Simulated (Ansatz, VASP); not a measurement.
One calculation of La, two programs

File INCAR:

```
SYSTEM = La
  PREC = Accurate
  ENCUT = 520
  EDIFF = 1E-6
  ISMEAR = -1
  SIGMA = 0.1
  LREAL = .FALSE.
  LASPH = .TRUE.
  NELM = 100
  ALGO = Normal
  ISIF = 2
  LWAVE = .FALSE.
  LCHARG = .FALSE.
  GGA = B5
  ALDAX = 1.0
  AGGAX = 1.0
  AGGAC = 1.0
  ALDAC = 0.0
  NBANDS = 12
```

KPOINTS

```
Automatic mesh
0
G
  12 12 12
  0 0 0
```

POSCAR

```
La
1.0
   -2.1375719720      2.1375719720      2.1375719720
    2.1375719720     -2.1375719720      2.1375719720
    2.1375719720      2.1375719720     -2.1375719720
La
1
Direct
    0.0000000000      0.0000000000      0.0000000000
```

Input for Ansatz:

```yaml
crystal:
  lattice:
    - [-2.137571972, 2.137571972, 2.137571972]
    - [2.137571972, -2.137571972, 2.137571972]
    - [2.137571972, 2.137571972, -2.137571972]
  atoms:
    - { symbol: La, position: [0.0, 0.0, 0.0] }
hamiltonian:
  xc: blyp
  pseudopotentials:
    kind: paw
    azcp:
      La: "pseudopotentials/La.paw.azcp"
basis:
  ecutwfc: 420
  fft_grid_basis: typed
kpoints:
  mp_grid: { grid: [12, 12, 12], shift: [0, 0, 0] }
magnetization:
  spin_polarized: false
scf:
  occupations: { method: fermi_dirac, width: 0.1 }
  lower_state_search: "off"
output:
  stress: true
```

Alike in both runs: task single point; functional BLYP; k mesh 12 × 12 × 12; occupations fermi-dirac, width 0.1 eV; no spin polarisation.

```csv
,VASP,Ansatz
version,VASP 6.6.1,Ansatz 0.2.0
potentials or method,"VASP PAW PBE potentials, release 64 (La), cutoff 520 eV","plane waves (420 eV) with PAW, scalar-relativistic"
valence electrons in the cell,11,11
```

```csv
,VASP,Ansatz,Ansatz less VASP
pressure (GPa),1.1,1.1,+0.01
```

VASP's potentials were made for PBE, not for BLYP. With one functional, cell and mesh, what is left measures potentials, basis and numerics.

Spin-orbit coupling is off throughout.
